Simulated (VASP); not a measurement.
# Mg2ZnSe2S (P6/mmm) in VASP: a series of runs

Mg2ZnSe2S is run at these levels: PBE; tasks: single point, relaxation of cell and atoms.

Program: VASP 6.6.1. These are calculated values, not measurements. Logs are shortened: lines on timing, memory, paths and dates and some standing lists are left out, and cuts for length are marked.

### 1 The cell of the first run

Symmetry: P6/mmm, No. 191, hexagonal system. The conventional cell has a = 4.891 Å, b = 4.891 Å, c = 9.620 Å, α = 90.00°, β = 90.00°, γ = 120.00°. Within 3.8 Å of Mg (site symmetry -6m2) lie 3 Mg at 2.82 Å and 3 S at 2.82 Å and 6 Se at 3.78 Å. Zn (site symmetry 6/mmm) has 2 Se at 2.30 Å within 3.0 Å. Se (site symmetry 6mm) has 1 Zn at 2.30 Å and 1 S at 2.51 Å within 3.0 Å. Within 3.3 Å of S (site symmetry 6/mmm) lie 2 Se at 2.51 Å and 6 Mg at 2.82 Å.

The cell was built from a structure type or drawn by symmetry, and may not be a known phase.

### 2 Single point, PBE

INCAR

```
SYSTEM = Mg2ZnSe2S
PREC = Accurate
ENCUT = 520
EDIFF = 1E-7
ISMEAR = 0
SIGMA = 0.1
LREAL = .False.
LASPH = .True.
NELM = 100
ALGO = Normal
ISIF = 2
LWAVE = .False.
LCHARG = .True.
GGA = PE
LELF = .True.
LVHAR = .True.
NBANDS = 26
```

KPOINTS

```
regular mesh
0
Gamma
  12 12 4
  0 0 0
```

POSCAR

```
Mg2ZnSe2S
1.0
    4.8912078851      0.0000000000      0.0000000000
   -2.4456039426      4.2359102837      0.0000000000
    0.0000000000      0.0000000000      9.6201317539
Mg Zn Se S
2 1 2 1
Direct
    0.3333333333      0.6666666667      0.0000000000
    0.6666666667      0.3333333333      0.0000000000
    0.0000000000      0.0000000000      0.5000000000
    0.0000000000      0.0000000000      0.2609095742
    0.0000000000      0.0000000000      0.7390904258
    0.0000000000      0.0000000000      0.0000000000
```

Potentials or basis: VASP PAW PBE potentials, release 64 (Mg, Zn, Se, S).

The run is started by

```
$ cat potpaw_PBE.64/Mg/POTCAR potpaw_PBE.64/Zn/POTCAR potpaw_PBE.64/Se/POTCAR potpaw_PBE.64/S/POTCAR > POTCAR
$ mpirun -np 1 vasp_std > vasp.out
```

OUTCAR:

```text
SYSTEM = Mg2ZnSe2S
   PREC = Accurate
   ENCUT = 520
   EDIFF = 1E-7
   ISMEAR = 0
   LREAL = .False.
   LASPH = .True.
   NELM = 100
   ISIF = 2
   GGA = PE

 ion  position               nearest neighbor table
   1  0.333  0.667  0.000-   2 2.82   2 2.82   6 2.82   6 2.82   6 2.82   2 2.82
   2  0.667  0.333  0.000-   1 2.82   1 2.82   6 2.82   6 2.82   6 2.82   1 2.82
   3  0.000  0.000  0.500-   4 2.30   5 2.30
   4  0.000  0.000  0.261-   3 2.30   6 2.51
   5  0.000  0.000  0.739-   3 2.30   6 2.51
   6  0.000  0.000  0.000-   4 2.51   5 2.51   1 2.82   2 2.82   2 2.82   1 2.82   2 2.82   1 2.82

  LATTYP: Found a hexagonal cell.
 ALAT       =     4.8912078851
 C/A-ratio  =     1.9668212801

  Lattice vectors:

 A1 = (   4.8912078851,   0.0000000000,   0.0000000000)
 A2 = (  -2.4456039426,   4.2359102837,   0.0000000000)
 A3 = (   0.0000000000,   0.0000000000,   9.6201317539)

Analysis of symmetry for initial positions (statically):
=====================================================================
 Subroutine PRICEL returns:
 Original cell was already a primitive cell.

 Routine SETGRP: Setting up the symmetry group for a
 hexagonal supercell.

 Subroutine GETGRP returns: Found 24 space group operations
 (whereof 24 operations were pure point group operations)
 out of a pool of 24 trial point group operations.

The static configuration has the point symmetry D_6h.

Analysis of symmetry for dynamics (positions and initial velocities):
=====================================================================
 Subroutine PRICEL returns:
 Original cell was already a primitive cell.

 Routine SETGRP: Setting up the symmetry group for a
 hexagonal supercell.

 Subroutine GETGRP returns: Found 24 space group operations
 (whereof 24 operations were pure point group operations)
 out of a pool of 24 trial point group operations.

The dynamic configuration has the point symmetry D_6h.

 Subroutine INISYM returns: Found 24 space group operations
 (whereof 24 operations are pure point group operations),
 and found     1 'primitive' translations

----------------------------------------------------------------------------------------

                                     Primitive cell

  volume of cell :     199.3168

  direct lattice vectors                    reciprocal lattice vectors
     4.891207885  0.000000000  0.000000000     0.204448476  0.118038383  0.000000000
    -2.445603943  4.235910284  0.000000000     0.000000000  0.236076766  0.000000000
     0.000000000  0.000000000  9.620131754     0.000000000  0.000000000  0.103948680

  length of vectors
     4.891207885  4.891207885  9.620131754     0.236076766  0.236076766  0.103948680

  position of ions in fractional coordinates (direct lattice)
     0.333333333  0.666666667  0.000000000
     0.666666667  0.333333333  0.000000000
     0.000000000  0.000000000  0.500000000
     0.000000000  0.000000000  0.260909574
     0.000000000  0.000000000  0.739090426
     0.000000000  0.000000000  0.000000000

  ion indices of the primitive-cell ions
   primitive index   ion index
                 1           1
                 2           2
                 3           3
                 4           4
                 5           5
                 6           6

----------------------------------------------------------------------------------------

 KPOINTS: regular mesh

Automatic generation of k-mesh.
 Grid dimensions read from file:
 generate k-points for:   12   12    4

 Generating k-lattice:

  Cartesian coordinates                     Fractional coordinates (reciprocal lattice)
     0.017037373  0.009836532  0.000000000     0.083333333  0.000000000  0.000000000
     0.000000000  0.019673064  0.000000000     0.000000000  0.083333333  0.000000000
     0.000000000  0.000000000  0.025987170     0.000000000  0.000000000  0.250000000

  Length of vectors
     0.019673064  0.019673064  0.025987170

  Shift w.r.t. Gamma in fractional coordinates (k-lattice)
     0.000000000  0.000000000  0.000000000

 Subroutine IBZKPT returns following result:
 ===========================================

 Found     57 irreducible k-points:

 Following reciprocal coordinates:
            Coordinates               Weight
  0.000000  0.000000  0.000000      1.000000
  0.083333 -0.000000  0.000000      6.000000
  0.166667  0.000000  0.000000      6.000000
  0.250000  0.000000  0.000000      6.000000
  0.333333  0.000000  0.000000      6.000000
  0.416667  0.000000  0.000000      6.000000
[... 16 lines left out ...]
  0.250000  0.000000  0.250000     12.000000
  0.333333  0.000000  0.250000     12.000000
 [... further k-points ...]
   k-points           NKPTS =     57   k-points in BZ     NKDIM =     57   number of bands    NBANDS=     26
   number of dos      NEDOS =    301   number of ions     NIONS =      6
   total plane-waves  NPLWV =  93312
   dimension x,y,z NGX =    36 NGY =   36 NGZ =   72
   dimension x,y,z NGXF=    72 NGYF=   72 NGZF=  144
   ions per type =               2   1   2   1
   NGX,Y,Z   is equivalent  to a cutoff of  12.24, 12.24, 12.44 a.u.
   NGXF,Y,Z  is equivalent  to a cutoff of  24.47, 24.47, 24.88 a.u.
 SYSTEM =  Mg2ZnSe2S
   PREC   = accura    normal or accurate (medium, high low for compatibility)
   ISTART =      0    job   : 0-new  1-cont  2-samecut
   ICHARG =      2    charge: 1-file 2-atom 10-const
   ISPIN  =      1    spin polarized calculation?
   LNONCOLLINEAR =      F non collinear calculations
   LSORBIT =      F    spin-orbit coupling
   LASPH  =      T    aspherical Exc in radial PAW
   ENCUT  =  520.0 eV  38.22 Ry    6.18 a.u.   9.09  9.09 17.89*2*pi/ulx,y,z
   NELM   =    100;   NELMIN=  2; NELMDL= -5     # of ELM steps
   EDIFF  = 0.1E-06   stopping-criterion for ELM
   LREAL  =      F    real-space projection
   EDIFFG = 0.1E-05   stopping-criterion for IOM
   NSW    =      0    number of steps for IOM
   IBRION =     -1    ionic relax: 0-MD 1-quasi-New 2-CG
   NFREE  =      0    steps in history (QN), initial steepest desc. (CG)
   ISIF   =      2    stress and relaxation
   ISYM   =      2    0-nonsym 1-usesym 2-fastsym
   POTIM  = 0.5000    time-step for ionic-motion
   TEBEG  =    0.0;   TEEND  =   0.0 temperature during run
   PSTRESS=    0.0 pullay stress
   NELECT =      34.0000    total number of electrons
   NUPDOWN=      -1.0000    fix difference up-down
   EMIN   =  10.00;   EMAX   =-10.00  energy-range for DOS
   EFERMI =   0.00;   METHOD = LEGACY
   ISMEAR =     0;   SIGMA  =   0.10  broadening in eV -4-tet -1-fermi 0-gaus
   EFERMI_NEDOS =   21; number of points for ismear=-14 and -15
   IALGO  =     38    algorithm
   IMIX   =      4    mixing-type and parameters
     AMIX     =   0.40;   BMIX     =  1.00
     AMIX_MAG =   1.60;   BMIX_MAG =  1.00
  volume/ion in A,a.u.               =      33.22       224.18
  Fermi-wavevector in a.u.,A,eV,Ry     =   0.907932  1.715742 11.215826  0.824340
  Thomas-Fermi vector in A             =   2.031798
   LORBIT       =      0    0 simple, 1 ext, 2 COOP (PROOUT), +10 PAW based schemes
   GGA     = PE    functional components
   LHFCALC =     F    Hartree Fock is set to
   AEXX    =    0.0000 exact exchange contribution
   IVDW    =     0    specifies the selected vdW correction
   LEPSILON=     F    determine dielectric tensor
   LRPA    =     F    only Hartree local field effects (RPA)
 non-spin polarized calculation
 Gauss-broadening in eV      SIGMA  =   0.10
  energy-cutoff  :      520.00
  volume of cell :      199.32
 maximum number of plane-waves:      5406
   NGX = 19   NGY = 19   NGZ = 35

 number of electron      34.0000024 magnetization

 Free energy of the ion-electron system (eV)
  ---------------------------------------------------
  ext. energy  EPLUGINS =         0.00000000
  ---------------------------------------------------
  free energy    TOTEN  =       -14.02637194 eV

  energy without entropy =      -14.01025562  energy(sigma->0) =      -14.01831378

 E-fermi :   0.1599     XC(G=0):  -7.2656

 val. band max:        0.1287433987   @ k =   0.3333   0.0000   0.5000
 cond. band min:       0.1687995505   @ k =   0.2500   0.0000   0.5000
 fundamental gap:      0.0400561518
 Fermi energy:         0.1598502126

 k-point     1 :       0.0000    0.0000    0.0000
  band No.  band energies     occupation
      1     -14.1414      2.00000
      2     -11.7618      2.00000
      3     -11.1894      2.00000
      4      -6.5639      2.00000
      5      -6.5176      2.00000
      6      -6.5176      2.00000
[... 18 lines left out ...]
     25       6.0342      0.00000
     26       6.0342      0.00000

 k-point     2 :       0.0833   -0.0000    0.0000
  band No.  band energies     occupation
      1     -14.1334      2.00000
      2     -11.7576      2.00000
      3     -11.1853      2.00000
      4      -6.5628      2.00000
      5      -6.5183      2.00000
      6      -6.5178      2.00000
[... 18 lines left out ...]
     25       5.9880      0.00000
     26       6.0010      0.00000

 k-point     3 :       0.1667    0.0000    0.0000
  band No.  band energies     occupation
      1     -14.1116      2.00000
      2     -11.7458      2.00000
      3     -11.1742      2.00000
      4      -6.5597      2.00000
      5      -6.5201      2.00000
      6      -6.5182      2.00000
[... 18 lines left out ...]
     25       5.8132      0.00000
     26       5.8727      0.00000

 k-point     4 :       0.2500    0.0000    0.0000
  band No.  band energies     occupation
      1     -14.0813      2.00000
      2     -11.7297      2.00000
      3     -11.1588      2.00000
      4      -6.5553      2.00000
      5      -6.5226      2.00000
      6      -6.5188      2.00000
[... 18 lines left out ...]
     25       5.7352      0.00000
     26       6.3709      0.00000

 k-point     5 :       0.3333    0.0000    0.0000
  band No.  band energies     occupation
      1     -14.0505      2.00000
      2     -11.7134      2.00000
      3     -11.1433      2.00000
      4      -6.5508      2.00000
      5      -6.5252      2.00000
      6      -6.5194      2.00000
[... 18 lines left out ...]
     25       5.6165      0.00000
     26       6.4213      0.00000

 k-point     6 :       0.4167    0.0000    0.0000
  band No.  band energies     occupation
      1     -14.0276      2.00000
      2     -11.7014      2.00000
      3     -11.1318      2.00000
      4      -6.5474      2.00000
      5      -6.5271      2.00000
      6      -6.5198      2.00000
[... 427 lines left out ...]
 k-point    21 :       0.0833   -0.0000    0.2500
  band No.  band energies     occupation
      1     -14.1268      2.00000
      2     -11.8959      2.00000
      3     -10.9977      2.00000
      4      -6.7920      2.00000
      5      -6.5187      2.00000
      6      -6.5181      2.00000
[... 18 lines left out ...]
     25       5.6099      0.00000
     26       6.0116      0.00000

 k-point    22 :       0.1667    0.0000    0.2500
  band No.  band energies     occupation
      1     -14.1049      2.00000
      2     -11.8844      2.00000
      3     -10.9865      2.00000
      4      -6.7877      2.00000
      5      -6.5207      2.00000
      6      -6.5186      2.00000
[... 18 lines left out ...]
     25       5.7742      0.00000
     26       5.8327      0.00000

 k-point    23 :       0.2500    0.0000    0.2500
  band No.  band energies     occupation
      1     -14.0745      2.00000
      2     -11.8686      2.00000
      3     -10.9710      2.00000
      4      -6.7817      2.00000
      5      -6.5235      2.00000
      6      -6.5192      2.00000
[... 18 lines left out ...]
     25       5.3648      0.00000
     26       6.4843      0.00000

 k-point    24 :       0.3333    0.0000    0.2500
  band No.  band energies     occupation
      1     -14.0436      2.00000
      2     -11.8527      2.00000
      3     -10.9553      2.00000
      4      -6.7757      2.00000
      5      -6.5266      2.00000
      6      -6.5198      2.00000
[... 18 lines left out ...]
     25       5.1513      0.00000
     26       6.6119      0.00000

 [... further k-points ...]

------------------------ aborting loop because EDIFF is reached ----------------------------------------

  FORCE on cell =-STRESS in cart. coord.  units (eV):
  Direction    XX          YY          ZZ          XY          YZ          ZX
  --------------------------------------------------------------------------------------
  -------------------------------------------------------------------------------------
  Total       -0.0563530     -0.0563530      0.2005273      0.0000000      0.0000000      0.0000000
  in kB       -0.4529847     -0.4529847      1.6119077      0.0000000      0.0000000      0.0000000
  external PRESSURE =       0.2353128 kB  Pullay stress =       0.0000000 kB

 VOLUME and BASIS-vectors are now :
 -----------------------------------------------------------------------------
  energy-cutoff  :      520.00
  volume of cell :      199.32
      direct lattice vectors                 reciprocal lattice vectors
     4.891207885  0.000000000  0.000000000     0.204448476  0.118038383  0.000000000
    -2.445603943  4.235910284  0.000000000     0.000000000  0.236076766  0.000000000
     0.000000000  0.000000000  9.620131754     0.000000000  0.000000000  0.103948680

 POSITION                                       TOTAL-FORCE (eV/Angst)
 -----------------------------------------------------------------------------------
     -0.00000      2.82394      0.00000        -0.000000      0.000000      0.000000
      2.44560      1.41197      0.00000        -0.000000     -0.000000      0.000000
      0.00000      0.00000      4.81007        -0.000000     -0.000000      0.000000
      0.00000      0.00000      2.50998         0.000000     -0.000000     -0.041766
      0.00000      0.00000      7.11015        -0.000000      0.000000      0.041766
      0.00000      0.00000      0.00000        -0.000000     -0.000000      0.000000
 -----------------------------------------------------------------------------------
    total drift:                                0.000000     -0.000000      0.000000

  FREE ENERGIE OF THE ION-ELECTRON SYSTEM (eV)
  ---------------------------------------------------
  free  energy   TOTEN  =       -14.0263719401 eV

  energy  without entropy=      -14.0102556228  energy(sigma->0) =      -14.01831378
```

Wall time 7.3 min (1 thread of Intel Xeon 8259CL, shared host); peak memory 0.51 GiB.

What came out:

```yaml
Free_energy: -14.0264 eV
Pressure: 0.0 GPa
Largest_force: 0.042 eV/Å
Band_gap_on_the_k_mesh: zero (bands 17 and 18 overlap by 1.33 eV)
```

Forces on the atoms (eV/Å):
```
Mg   0.000  0.000  0.000
Mg   0.000  0.000  0.000
Zn   0.000  0.000  0.000
Se   0.000  0.000 -0.042
Se   0.000  0.000  0.042
S    0.000  0.000  0.000
```

### 3 Relaxation of cell and atoms, PBE

This run uses another cell than the first one, of 33.12 Å³/atom.

INCAR

```
PREC = Accurate
ENCUT = 600
EDIFF = 1E-7
ISMEAR = 0
SIGMA = 0.1
LREAL = False
LASPH = True
NELM = 100
ALGO = Normal
ISIF = 3
LWAVE = False
LCHARG = False
GGA = PE
IBRION = 2
NSW = 100
EDIFFG = -0.01
```

KPOINTS

```
regular mesh
0
Gamma
  12 12 4
```

POSCAR

```
Mg2ZnSe2S
1.0
    4.8242427236      0.0000000000      0.0000000000
   -2.4121213618      4.1779167527      0.0000000000
    0.0000000000      0.0000000000      9.8594290132
Mg Zn Se S
2 1 2 1
Direct
    0.3333333333      0.6666666667      0.0000000000
    0.6666666667      0.3333333333      0.0000000000
    0.0000000000      0.0000000000      0.5000000000
    0.0000000000      0.0000000000      0.2646606605
    0.0000000000      0.0000000000      0.7353393395
    0.0000000000      0.0000000000      0.0000000000
```

Potentials or basis: VASP PAW PBE potentials, release 64 (Mg, Zn, Se, S).

The run is started by

```
$ cat potpaw_PBE.64/Mg/POTCAR potpaw_PBE.64/Zn/POTCAR potpaw_PBE.64/Se/POTCAR potpaw_PBE.64/S/POTCAR > POTCAR
$ mpirun -np 1 vasp_std > vasp.out
```

Wall time 36 min (1 thread of Intel Xeon 8259CL, shared host); peak memory 0.64 GiB.

Results (log left out):

```yaml
Free_energy: -14.0265 eV
Relaxed_volume: 33.20 Å³/atom
Relaxed_cell: a = 4.888 Å, b = 4.888 Å, c = 9.628 Å, α = 90.00°, β = 90.00°, γ = 120.00°
Space_group_after_relaxing_to_0.1_Å: P6/mmm (No. 191)
Energy_gained_by_relaxing: 12.8 meV/atom
Ionic_steps: 7
Pressure_after_relaxing: 0.0 GPa
Largest_force_after_relaxing: 0.003 eV/Å
Band_gap_on_the_k_mesh: zero (bands 17 and 18 overlap by 1.34 eV)
```

Forces in eV/Å, atoms in the order of the input:
```
Mg   0.000  0.000  0.000
Mg   0.000  0.000  0.000
Zn   0.000  0.000  0.000
Se   0.000  0.000 -0.003
Se   0.000  0.000  0.003
S    0.000  0.000  0.000
```

Step by step:
```
step  energy change (eV)  largest force (eV/Å)  pressure (GPa)  volume (Å³)
   1              0.0000                0.3001           -0.40       198.72
   2             -0.0638                0.3596            0.48       196.27
   3             -0.0642                0.3613            0.41       196.42
   4             -0.0756                0.0884            0.15       198.37
   5             -0.0763                0.0036            0.07       199.01
   6             -0.0764                0.0032           -0.05       199.35
   7             -0.0766                0.0032            0.00       199.21
```

Final structure:
```
CELL_PARAMETERS angstrom
4.88786 0.00000 0.00000
-2.44393 4.23301 0.00000
0.00000 0.00000 9.62804
ATOMIC_POSITIONS crystal
Mg 0.33333 0.66667 0.00000
Mg 0.66667 0.33333 0.00000
Zn 0.00000 0.00000 0.50000
Se 0.00000 0.00000 0.26060
Se 0.00000 0.00000 0.73940
S 0.00000 0.00000 0.00000
```

Levels at points of the mesh, in eV from the Fermi level:
```csv
k point,band 15,band 16,band 17,band 18,band 19,band 20
"(0.00, 0.00, 0.00)",-0.47,-0.26,-0.26,1.44,1.44,1.63
"(0.50, 0.00, 0.00)",-0.82,-0.71,-0.45,1.70,2.07,3.52
"(0.00, 0.00, 0.50)",-0.76,-0.76,0.09,0.09,1.44,1.44
"(0.50, 0.00, 0.50)",-0.82,-0.68,-0.66,-0.07,2.14,2.36
```
